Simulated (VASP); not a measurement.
Runs of VASP 6.6.1 on Pt. The structure is that of space group Im-3m (No. 229), or close to it. The cells are those of the table. This isn't the form of Pt at room conditions, which is fcc.

```tsv
task	level	potentials or basis	cell	k mesh	cutoff (eV)	smearing	gap on the mesh (eV)	pressure (GPa)	relaxed volume (Å³/atom)
single point	LDA	VASP PAW LDA potentials, release 64 (Pt)	a = 2.691 Å, angles 109.5°, 1 atom	8 × 8 × 8	500	gaussian 0.1 eV	none	0.7	-
single point	LDA	VASP PAW LDA potentials, release 64 (Pt)	a = 2.686 Å, angles 109.5°, 1 atom	22 × 22 × 22	520	gaussian 0.15 eV	none	0.9	-
relaxation of cell and atoms	LDA	VASP PAW LDA potentials, release 64 (Pt)	relaxed from a = 2.691 Å, angles 109.5°, 1 atom	18 × 18 × 18	600	gaussian 0.1 eV	none	0.0	(b)
single point	PBEsol	VASP PAW PBE potentials, release 64 (Pt)	a = 2.686 Å, angles 109.5°, 1 atom	22 × 22 × 22, shifted	500	gaussian 0.15 eV	none	(a)	-
single point	LDA	VASP PAW LDA potentials, release 64 (Pt)	a = 2.686 Å, angles 109.5°, 1 atom	18 × 18 × 18	520	gaussian 0.1 eV	none	0.7	-
single point	LDA	VASP PAW LDA potentials, release 64 (Pt)	a = 2.744 Å, angles 109.5°, 1 atom	8 × 8 × 8	500	gaussian 0.1 eV	none	-13.8	-
relaxation of cell and atoms	LDA	VASP PAW LDA potentials, release 64 (Pt)	relaxed from a = 2.744 Å, angles 109.5°, 1 atom	8 × 8 × 8	500	gaussian 0.1 eV	none	-0.2	15.05
```

Alike in all rows: no spin polarisation.

Problem. Estimate the missing entries.

Solution. (a) 5.3; (b) 14.95.

Caveats: spin-orbit coupling is left out, which moves the levels of the heavy elements; the cell stands under pressure (at least some runs); the PAW data sets were made with another functional, which shifts forces and pressure a little (at least some runs); the cell stands under tension (at least some runs).

A k mesh can miss the band edges, and the runs leave out spin-orbit coupling on Pt.

A gap of «none» marks levels without a gap at the run's occupations.
